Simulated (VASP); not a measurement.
# Ba (Cmmm) in VASP: further runs, part 2 of 2

VASP 6.6.1. Earlier steps stand in the parts before.

## (5) Single point, PBEsol (strain +0.0375 x Voigt [0, 0, 0, 1, 0, 0])

Input file INCAR:

```
PREC = Accurate
ENCUT = 520
EDIFF = 1E-6
ISMEAR = 0
SIGMA = 0.15
LREAL = F
LASPH = T
NELM = 100
ALGO = Fast
ISIF = 2
LWAVE = F
LCHARG = T
GGA = PS
LELF = T
LVHAR = T
NBANDS = 11
```

Input file KPOINTS:

```
regular mesh
0
Gamma
  12 12 12
```

Input file POSCAR:

```
Ba
1.0
    3.9177175405      0.0000000000      0.0000000000
    0.0000000000      3.9177175405      0.0734572039
    0.0000000000      0.0734572039      3.9177175405
Ba
1
Direct
    0.0000000000      0.0000000000      0.0000000000
```

Potentials or basis: VASP PAW PBE potentials, release 64 (Ba_sv).

On the command line:

```
cat potpaw_PBE.64/Ba_sv/POTCAR > POTCAR
mpirun -np 1 vasp_std > vasp.out
```

OUTCAR:

```text
PREC = Accurate
   ENCUT = 520
   EDIFF = 1E-6
   ISMEAR = 0
   LREAL = F
   LASPH = T
   NELM = 100
   ISIF = 2
   GGA = PS

 ion  position               nearest neighbor table
   1  0.000  0.000  0.000-

  LATTYP: Found a base centered orthorhombic cell.
 ALAT       =     5.4366051053
 B/A-ratio  =     1.0382165605
 C/A-ratio  =     0.7206183757

  Lattice vectors:

 A1 = (   0.0000000000,  -0.0734572039,  -3.9177175405)
 A2 = (   0.0000000000,   3.9177175405,   0.0734572039)
 A3 = (   3.9177175405,   0.0000000000,   0.0000000000)

Analysis of symmetry for initial positions (statically):
=====================================================================
 Subroutine PRICEL returns:
 Original cell was already a primitive cell.

 Routine SETGRP: Setting up the symmetry group for a
 base centered orthorhombic supercell.

 Subroutine GETGRP returns: Found  8 space group operations
 (whereof  8 operations were pure point group operations)
 out of a pool of  8 trial point group operations.

The static configuration has the point symmetry D_2h.

Analysis of symmetry for dynamics (positions and initial velocities):
=====================================================================
 Subroutine PRICEL returns:
 Original cell was already a primitive cell.

 Routine SETGRP: Setting up the symmetry group for a
 base centered orthorhombic supercell.

 Subroutine GETGRP returns: Found  8 space group operations
 (whereof  8 operations were pure point group operations)
 out of a pool of  8 trial point group operations.

The dynamic configuration has the point symmetry D_2h.

 Subroutine INISYM returns: Found  8 space group operations
 (whereof  8 operations are pure point group operations),
 and found     1 'primitive' translations

----------------------------------------------------------------------------------------

                                     Primitive cell

  volume of cell :      60.1100

  direct lattice vectors                    reciprocal lattice vectors
     3.917717540  0.000000000  0.000000000     0.255250663  0.000000000  0.000000000
     0.000000000  3.917717540  0.073457204     0.000000000  0.255340431 -0.004787633
     0.000000000  0.073457204  3.917717540     0.000000000 -0.004787633  0.255340431

  length of vectors
     3.917717540  3.918406141  3.918406141     0.255250663  0.255385311  0.255385311

  position of ions in fractional coordinates (direct lattice)
     0.000000000  0.000000000  0.000000000

  ion indices of the primitive-cell ions
   primitive index   ion index
                 1           1

----------------------------------------------------------------------------------------

 KPOINTS: regular mesh

Automatic generation of k-mesh.
 Grid dimensions read from file:
 generate k-points for:   12   12   12

 Generating k-lattice:

  Cartesian coordinates                     Fractional coordinates (reciprocal lattice)
     0.021270889  0.000000000  0.000000000     0.083333333  0.000000000  0.000000000
     0.000000000  0.021278369 -0.000398969     0.000000000  0.083333333  0.000000000
     0.000000000 -0.000398969  0.021278369     0.000000000  0.000000000  0.083333333

  Length of vectors
     0.021270889  0.021282109  0.021282109

  Shift w.r.t. Gamma in fractional coordinates (k-lattice)
     0.000000000  0.000000000  0.000000000

 Subroutine IBZKPT returns following result:
 ===========================================

 Found    301 irreducible k-points:

 Following reciprocal coordinates:
            Coordinates               Weight
  0.000000  0.000000  0.000000      1.000000
  0.083333  0.000000  0.000000      2.000000
  0.166667  0.000000  0.000000      2.000000
  0.250000  0.000000  0.000000      2.000000
  0.333333  0.000000  0.000000      2.000000
  0.416667  0.000000  0.000000      2.000000
[... 16 lines left out ...]
  0.083333  0.250000  0.000000      8.000000
  0.166667  0.250000  0.000000      8.000000
 [... further k-points ...]
   k-points           NKPTS =    301   k-points in BZ     NKDIM =    301   number of bands    NBANDS=     11
   number of dos      NEDOS =    301   number of ions     NIONS =      1
   total plane-waves  NPLWV =  27000
   dimension x,y,z NGX =    30 NGY =   30 NGZ =   30
   dimension x,y,z NGXF=    60 NGYF=   60 NGZF=   60
   ions per type =               1
   NGX,Y,Z   is equivalent  to a cutoff of  12.73, 12.73, 12.73 a.u.
   NGXF,Y,Z  is equivalent  to a cutoff of  25.46, 25.46, 25.46 a.u.
 SYSTEM =  unknown system
   PREC   = accura    normal or accurate (medium, high low for compatibility)
   ISTART =      0    job   : 0-new  1-cont  2-samecut
   ICHARG =      2    charge: 1-file 2-atom 10-const
   ISPIN  =      1    spin polarized calculation?
   LNONCOLLINEAR =      F non collinear calculations
   LSORBIT =      F    spin-orbit coupling
   LASPH  =      T    aspherical Exc in radial PAW
   ENCUT  =  520.0 eV  38.22 Ry    6.18 a.u.   7.28  7.29  7.29*2*pi/ulx,y,z
   NELM   =    100;   NELMIN=  2; NELMDL= -5     # of ELM steps
   EDIFF  = 0.1E-05   stopping-criterion for ELM
   LREAL  =      F    real-space projection
   EDIFFG = 0.1E-04   stopping-criterion for IOM
   NSW    =      0    number of steps for IOM
   IBRION =     -1    ionic relax: 0-MD 1-quasi-New 2-CG
   NFREE  =      0    steps in history (QN), initial steepest desc. (CG)
   ISIF   =      2    stress and relaxation
   ISYM   =      2    0-nonsym 1-usesym 2-fastsym
   POTIM  = 0.5000    time-step for ionic-motion
   TEBEG  =    0.0;   TEEND  =   0.0 temperature during run
   PSTRESS=    0.0 pullay stress
   NELECT =      10.0000    total number of electrons
   NUPDOWN=      -1.0000    fix difference up-down
   EMIN   =  10.00;   EMAX   =-10.00  energy-range for DOS
   EFERMI =   0.00;   METHOD = LEGACY
   ISMEAR =     0;   SIGMA  =   0.15  broadening in eV -4-tet -1-fermi 0-gaus
   EFERMI_NEDOS =   21; number of points for ismear=-14 and -15
   IALGO  =     68    algorithm
   IMIX   =      4    mixing-type and parameters
     AMIX     =   0.40;   BMIX     =  1.00
     AMIX_MAG =   1.60;   BMIX_MAG =  1.00
  volume/ion in A,a.u.               =      60.11       405.64
  Fermi-wavevector in a.u.,A,eV,Ry     =   0.900380  1.701472 11.030033  0.810685
  Thomas-Fermi vector in A             =   2.023331
   LORBIT       =      0    0 simple, 1 ext, 2 COOP (PROOUT), +10 PAW based schemes
   GGA     = PS    functional components
   LHFCALC =     F    Hartree Fock is set to
   AEXX    =    0.0000 exact exchange contribution
   IVDW    =     0    specifies the selected vdW correction
   LEPSILON=     F    determine dielectric tensor
   LRPA    =     F    only Hartree local field effects (RPA)
 non-spin polarized calculation
 RMM-DIIS sequential band-by-band and
 Gauss-broadening in eV      SIGMA  =   0.15
  energy-cutoff  :      520.00
  volume of cell :       60.11
 maximum number of plane-waves:      1635
 NGX is ok and might be reduce to    30
   NGX = 15   NGY = 15   NGZ = 15

 number of electron      10.0000002 magnetization

 Free energy of the ion-electron system (eV)
  ---------------------------------------------------
  ext. energy  EPLUGINS =         0.00000000
  ---------------------------------------------------
  free energy    TOTEN  =        -1.84920294 eV

  energy without entropy =       -1.84233607  energy(sigma->0) =       -1.84576951

 E-fermi :   1.6119     XC(G=0):  -7.6448

 val. band max:        1.5742715069   @ k =   0.5000  -0.4167   0.4167
 cond. band min:       1.6126159231   @ k =   0.0000   0.0000   0.0000
 fundamental gap:      0.0383444161
 Fermi energy:         1.6119064277

 k-point     1 :       0.0000    0.0000    0.0000
  band No.  band energies     occupation
      1     -27.4753      2.00000
      2     -12.2738      2.00000
      3     -12.2677      2.00000
      4     -12.2619      2.00000
      5      -0.9899      2.00000
      6       1.6126      0.99466
      7       1.6207      0.93379
      8       6.5972      0.00000
      9       6.6104      0.00000
     10       6.6544      0.00000
     11       9.1879      0.00000
[... 309 lines left out ...]
 k-point    24 :       0.1667    0.2500    0.0000
  band No.  band energies     occupation
      1     -27.4267      2.00000
      2     -12.6495      2.00000
      3     -12.4330      2.00000
      4     -12.2149      2.00000
      5       0.2018      2.00000
      6       2.1396      0.00000
      7       2.6899      0.00000
      8       4.3145      0.00000
      9       5.2327      0.00000
     10       6.0035      0.00000
     11       8.1792      0.00000

 [... further k-points ...]

------------------------ aborting loop because EDIFF is reached ----------------------------------------

  FORCE on cell =-STRESS in cart. coord.  units (eV):
  Direction    XX          YY          ZZ          XY          YZ          ZX
  --------------------------------------------------------------------------------------
  -------------------------------------------------------------------------------------
  Total       -0.1684611     -0.1608216     -0.1608216      0.0000000      0.0763962      0.0000000
  in kB       -4.4901770     -4.2865529     -4.2865529      0.0000000      2.0362718      0.0000000
  external PRESSURE =      -4.3544276 kB  Pullay stress =       0.0000000 kB

 VOLUME and BASIS-vectors are now :
 -----------------------------------------------------------------------------
  energy-cutoff  :      520.00
  volume of cell :       60.11
      direct lattice vectors                 reciprocal lattice vectors
     3.917717540  0.000000000  0.000000000     0.255250663  0.000000000  0.000000000
     0.000000000  3.917717540  0.073457204     0.000000000  0.255340431 -0.004787633
     0.000000000  0.073457204  3.917717540     0.000000000 -0.004787633  0.255340431

 POSITION                                       TOTAL-FORCE (eV/Angst)
 -----------------------------------------------------------------------------------
      0.00000      0.00000      0.00000         0.000000     -0.000000      0.000000
 -----------------------------------------------------------------------------------
    total drift:                                0.000000      0.000000     -0.000000

  FREE ENERGIE OF THE ION-ELECTRON SYSTEM (eV)
  ---------------------------------------------------
  free  energy   TOTEN  =        -1.8492029424 eV

  energy  without entropy=       -1.8423360684  energy(sigma->0) =       -1.84576951
```

OSZICAR:

```text
N       E                     dE             d eps       ncg     rms          rms(c)
DAV:   1     0.549022881765E+02    0.54902E+02   -0.42620E+03  6622   0.752E+02
DAV:   2     0.845085776872E+00   -0.54057E+02   -0.52566E+02  8020   0.138E+02
DAV:   3    -0.177892098446E+01   -0.26240E+01   -0.26077E+01  8463   0.314E+01
DAV:   4    -0.185323943103E+01   -0.74318E-01   -0.74128E-01  8484   0.487E+00
DAV:   5    -0.185558481472E+01   -0.23454E-02   -0.23444E-02  9154   0.687E-01    0.192E+00
RMM:   6    -0.185115577295E+01    0.44290E-02   -0.60050E-03  7533   0.676E-01    0.114E+00
RMM:   7    -0.184881140329E+01    0.23444E-02   -0.16838E-02  8750   0.107E+00    0.655E-02
RMM:   8    -0.184915073209E+01   -0.33933E-03   -0.21424E-03  9587   0.281E-01    0.228E-02
RMM:   9    -0.184919776360E+01   -0.47032E-04   -0.34121E-04 10162   0.900E-02    0.139E-02
RMM:  10    -0.184920148545E+01   -0.37219E-05   -0.47328E-05 10525   0.354E-02    0.737E-03
RMM:  11    -0.184920274261E+01   -0.12572E-05   -0.11978E-05  9565   0.170E-02    0.228E-03
RMM:  12    -0.184920294242E+01   -0.19981E-06   -0.29685E-06  7017   0.685E-03
   1 F= -.18492029E+01 E0= -.18457695E+01  d E =-.686687E-02
```

stdout:

```text
POSCAR found type information on POSCAR Ba
 POSCAR found :  1 types and       1 ions
 scaLAPACK will be used
 -----------------------------------------------------------------------------
|                                                                             |
|                                                                             |
|     You enforced a specific xc type in the INCAR file but a different       |
|     I HOPE YOU KNOW WHAT YOU ARE DOING!                                     |
|                                                                             |
 -----------------------------------------------------------------------------

 LDA part: xc-table for (Slater+PW92), standard interpolation
 POSCAR, INCAR and KPOINTS ok, starting setup
 FFT: planning ... GRIDC
 FFT: planning ... GRID_SOFT
 FFT: planning ... GRID
 WAVECAR not read
 entering main loop
WARNING in EDDRMM: call to ZHEGV failed, returncode =   6  3      6
WARNING in EDDRMM: call to ZHEGV failed, returncode =   8  4      8
```

Run time: 79 s. Hardware: 1 thread of Intel Xeon 6975P-C (Granite Rapids), shared host; peak memory 0.31 GiB.

What came out:

```
Free energy            : -1.8492 eV
Pressure               : -0.4 GPa
Band gap on the k mesh : zero (band 5 reaches 1.74 eV, above the bottom of band 6 at 1.56 eV)
```

Stress tensor (GPa, compression positive):
```
-0.45  0.00  0.00
 0.00 -0.43  0.20
 0.00  0.20 -0.43
```

Caveat: the cell differs from its parent crystal (strain +0.0375 x Voigt [0, 0, 0, 1, 0, 0]); the PAW data sets were made with another functional, which shifts forces and pressure a little; spin-orbit coupling is left out, which moves the levels of the heavy elements.

## (6) Summary

```csv
cell,gap on the mesh (eV),pressure (GPa)
"a = 3.918, b = 3.929, c = 3.929 Å, angles 98.6, 90.0, 90.0°, 1 atom",none,-0.4
"a = 3.918, b = 3.924, c = 3.924 Å, angles 83.6, 90.0, 90.0°, 1 atom",none,-0.4
"a = 3.918, b = 3.920, c = 3.920 Å, angles 94.3, 90.0, 90.0°, 1 atom",none,-0.4
"a = 3.918, b = 3.918, c = 3.918 Å, angles 87.9, 90.0, 90.0°, 1 atom",none,-0.4
```

Alike in all rows: task single point; level PBEsol; potentials or basis VASP PAW PBE potentials, release 64 (Ba_sv); no spin polarisation; k mesh 12 × 12 × 12; cutoff (eV) 520; smearing gaussian 0.15 eV.

Caveats: the PAW data sets were made with another functional, which shifts forces and pressure a little; spin-orbit coupling is left out, which moves the levels of the heavy elements.

Absolute energies hang on the potentials; compare differences alone.
